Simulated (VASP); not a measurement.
# ZrC (P1) in VASP: notebook, part 2 of 2

VASP 6.6.1. The steps go on from the part before.

### Step 4. Single point, PBE

The input, INCAR:

```
SYSTEM = ZrC
PREC     = Accurate       ! precision mode
ENCUT    = 520            ! plane-wave cutoff, eV
EDIFF    = 1E-7           ! SCF threshold, eV
ISMEAR   = 0              ! smearing method
SIGMA    = 0.1            ! smearing width, eV
LREAL    = .FALSE.        ! projectors in reciprocal space
LASPH    = .TRUE.         ! aspherical terms in the spheres
NELM     = 80             ! most SCF steps
ALGO     = Normal         ! electronic algorithm
ISIF     = 2              ! what is computed and relaxed
LWAVE    = .FALSE.        ! write WAVECAR
LCHARG   = .TRUE.         ! write CHGCAR
GGA      = PE             ! functional
LELF     = .TRUE.         ! ELF
LVHAR    = .TRUE.       
NBANDS   = 24             ! bands
```

The input, KPOINTS:

```
regular mesh
0
G
  10 10 6
  0 0 0
```

The input, POSCAR:

```
ZrC
1.0
    3.3610163770      0.0225336783     -0.0297603838
   -1.6609934507      2.8995745932      0.0295385661
   -0.0464204950      0.0264013670      5.3327853363
Zr C
2 2
Direct
    0.3369645723      0.6759919446      0.2460342711
    0.6890409237      0.3277515126      0.7461068543
    0.0336259924      0.0176998178     -0.0007423614
    0.0184618993      0.0045035743      0.4908744823
```

Potentials or basis: VASP PAW PBE potentials, release 64 (Zr_sv, C).

The run is started by

```bash
> cat potpaw_PBE.64/Zr_sv/POTCAR potpaw_PBE.64/C/POTCAR > POTCAR
> mpirun -np 1 vasp_std > vasp.out
```

OUTCAR:

```text
SYSTEM = ZrC
   PREC = Accurate
   ENCUT = 520
   EDIFF = 1E-7
   ISMEAR = 0
   LREAL = .FALSE.
   LASPH = .TRUE.
   NELM = 80
   ISIF = 2
   GGA = PE

 ion  position               nearest neighbor table
   1  0.337  0.676  0.246-   3 2.26   4 2.30   3 2.34   4 2.34   4 2.37   3 2.44   2 3.26   2 3.26
                             2 3.29   2 3.29   2 3.32   2 3.38
   2  0.689  0.328  0.746-   3 2.31   4 2.35   3 2.36   4 2.38   4 2.38   3 2.43   1 3.26   1 3.26
                             1 3.29   1 3.29   1 3.32   1 3.38
   3  0.034  0.018  0.999-   1 2.26   2 2.31   1 2.34   2 2.36   2 2.43   1 2.44
   4  0.018  0.005  0.491-   1 2.30   1 2.34   2 2.35   1 2.37   2 2.38   2 2.38

  LATTYP: Found a triclinic cell.
 ALAT       =     3.3612236661
 B/A-ratio  =     1.0057795566
 C/A-ratio  =     1.5866402394
 COS(alpha) =     0.0001636879
 COS(beta)  =     0.0175241643
 COS(gamma) =     0.5086329162

  Lattice vectors:

 A1 = (  -3.3610163770,  -0.0225336783,   0.0297603838)
 A2 = (  -1.7000229263,  -2.9221082715,   0.0002218177)
 A3 = (  -0.0464204950,   0.0264013670,   5.3327853363)

Analysis of symmetry for initial positions (statically):
=====================================================================
 Subroutine PRICEL returns:
 Original cell was already a primitive cell.

 Routine SETGRP: Setting up the symmetry group for a
 triclinic supercell.

 Subroutine GETGRP returns: Found  1 space group operations
 (whereof  1 operations were pure point group operations)
 out of a pool of  2 trial point group operations.

The static configuration has the point symmetry C_1 .

Analysis of symmetry for dynamics (positions and initial velocities):
=====================================================================
 Subroutine PRICEL returns:
 Original cell was already a primitive cell.

 Routine SETGRP: Setting up the symmetry group for a
 triclinic supercell.

[... 126 lines left out ...]
   IMIX   =      4    mixing-type and parameters
     AMIX     =   0.40;   BMIX     =  1.00
     AMIX_MAG =   1.60;   BMIX_MAG =  1.00
  volume/ion in A,a.u.               =      13.04        88.01
  Fermi-wavevector in a.u.,A,eV,Ry     =   1.391015  2.628637 26.326215  1.934922
  Thomas-Fermi vector in A             =   2.514895
   LORBIT       =      0    0 simple, 1 ext, 2 COOP (PROOUT), +10 PAW based schemes
   GGA     = PE    functional components
   LHFCALC =     F    Hartree Fock is set to
   AEXX    =    0.0000 exact exchange contribution
   IVDW    =     0    specifies the selected vdW correction
   LEPSILON=     F    determine dielectric tensor
   LRPA    =     F    only Hartree local field effects (RPA)
 non-spin polarized calculation
 Gauss-broadening in eV      SIGMA  =   0.10
  energy-cutoff  :      520.00
  volume of cell :       52.16
 maximum number of plane-waves:      1427
 NGX is ok and might be reduce to    28
   NGX = 13   NGY = 13   NGZ = 19

 number of electron      32.0000000 magnetization

 Free energy of the ion-electron system (eV)
  ---------------------------------------------------
  ext. energy  EPLUGINS =         0.00000000
  ---------------------------------------------------
  free energy    TOTEN  =       -38.16069314 eV

  energy without entropy =      -38.15744277  energy(sigma->0) =      -38.15906796

 E-fermi :   9.9446     XC(G=0): -12.1085

 val. band max:        9.9175713092   @ k =  -0.0000  -0.0000   0.1667
 cond. band min:       9.9790473198   @ k =   0.4000  -0.2000   0.1667
 fundamental gap:      0.0614760106
 Fermi energy:         9.9446095849

 k-point     1 :       0.0000    0.0000    0.0000
  band No.  band energies     occupation
      1     -38.4801      2.00000
      2     -38.3362      2.00000
      3     -17.0299      2.00000
      4     -16.3417      2.00000
      5     -16.2874      2.00000
      6     -16.2002      2.00000
[... 637 lines left out ...]
     23      15.5943      0.00000
     24      15.7577      0.00000

 [... further k-points ...]

------------------------ aborting loop because EDIFF is reached ----------------------------------------

  FORCE on cell =-STRESS in cart. coord.  units (eV):
  Direction    XX          YY          ZZ          XY          YZ          ZX
  --------------------------------------------------------------------------------------
  -------------------------------------------------------------------------------------
  Total        0.4322613      0.4544895      0.0898878     -0.6240826     -0.5685227      0.9588981
  in kB       13.2763200     13.9590298      2.7607833    -19.1678518    -17.4614056     29.4512577
  external PRESSURE =       9.9987110 kB  Pullay stress =       0.0000000 kB

 VOLUME and BASIS-vectors are now :
 -----------------------------------------------------------------------------
  energy-cutoff  :      520.00
  volume of cell :       52.16
      direct lattice vectors                 reciprocal lattice vectors
     3.361016377  0.022533678 -0.029760384     0.296406202  0.169775724  0.001739618
    -1.660993451  2.899574593  0.029538566    -0.002318662  0.343567487 -0.001721105
    -0.046420495  0.026401367  5.332785336     0.001666981 -0.000955579  0.187538509

 POSITION                                       TOTAL-FORCE (eV/Angst)
 -----------------------------------------------------------------------------------
     -0.00170      1.97418      1.32199         1.028732      0.033555      0.095294
      1.73685      0.98556      3.96800        -0.184467      0.632661     -0.117851
      0.03723      0.07846      5.32835        -0.529373     -0.438427     -0.338634
      0.03178      0.02643      2.61731        -0.314892     -0.227788      0.361191
 -----------------------------------------------------------------------------------
    total drift:                                0.000027     -0.000031     -0.000009

  FREE ENERGIE OF THE ION-ELECTRON SYSTEM (eV)
  ---------------------------------------------------
  free  energy   TOTEN  =       -38.1606931429 eV

  energy  without entropy=      -38.1574427736  energy(sigma->0) =      -38.15906796
```

OSZICAR:

```text
N       E                     dE             d eps       ncg     rms          rms(c)
DAV:   1     0.251369220002E+03    0.25137E+03   -0.16894E+04 14600   0.134E+03
DAV:   2    -0.240628522301E+02   -0.27543E+03   -0.26035E+03 17664   0.372E+02
DAV:   3    -0.443196976650E+02   -0.20257E+02   -0.20005E+02 26408   0.810E+01
DAV:   4    -0.449754964574E+02   -0.65580E+00   -0.65541E+00 17304   0.142E+01
DAV:   5    -0.449995292897E+02   -0.24033E-01   -0.24031E-01 23200   0.199E+00    0.292E+01
DAV:   6    -0.386376145573E+02    0.63619E+01   -0.35465E+01 17360   0.297E+01    0.113E+01
DAV:   7    -0.381902585852E+02    0.44736E+00   -0.31355E+00 21272   0.893E+00    0.834E+00
DAV:   8    -0.382229938272E+02   -0.32735E-01   -0.70410E-01 17872   0.486E+00    0.198E+00
DAV:   9    -0.381593034819E+02    0.63690E-01   -0.21376E-01 18264   0.247E+00    0.413E-01
DAV:  10    -0.381621183004E+02   -0.28148E-02   -0.20009E-02 19104   0.760E-01    0.477E-01
DAV:  11    -0.381608310322E+02    0.12873E-02   -0.40036E-03 18912   0.430E-01    0.168E-01
DAV:  12    -0.381606967116E+02    0.13432E-03   -0.76347E-04 19240   0.142E-01    0.151E-02
DAV:  13    -0.381606949071E+02    0.18045E-05   -0.22319E-05 18288   0.287E-02    0.729E-03
DAV:  14    -0.381606936889E+02    0.12183E-05   -0.12643E-06 21136   0.923E-03    0.573E-03
DAV:  15    -0.381606932792E+02    0.40969E-06   -0.80178E-07 15280   0.429E-03    0.121E-03
DAV:  16    -0.381606931632E+02    0.11596E-06   -0.35012E-08 10632   0.154E-03    0.286E-04
DAV:  17    -0.381606931429E+02    0.20292E-07   -0.90761E-09 10448   0.796E-04
   1 F= -.38160693E+02 E0= -.38159068E+02  d E =-.325037E-02
```

It took 12 min on 1 thread of Intel Xeon 8259CL, shared host; peak memory 0.42 GiB.

Results:

- Free energy: -38.1607 eV
- Pressure: 1.0 GPa
- Largest force: 1.034 eV/Å
- Band gap on the k mesh: zero (bands 16 and 17 overlap by 0.86 eV)

Forces in eV/Å, atoms in the order of the input:
```
Zr   1.029  0.034  0.095
Zr  -0.184  0.633 -0.118
C   -0.529 -0.438 -0.339
C   -0.315 -0.228  0.361
```

Caveat: forces of over 1 eV/Å act on the atoms, so gaps and moduli don't describe the material at rest.

The gap in the log of VASP goes by the Fermi energy; the results here count the filled bands.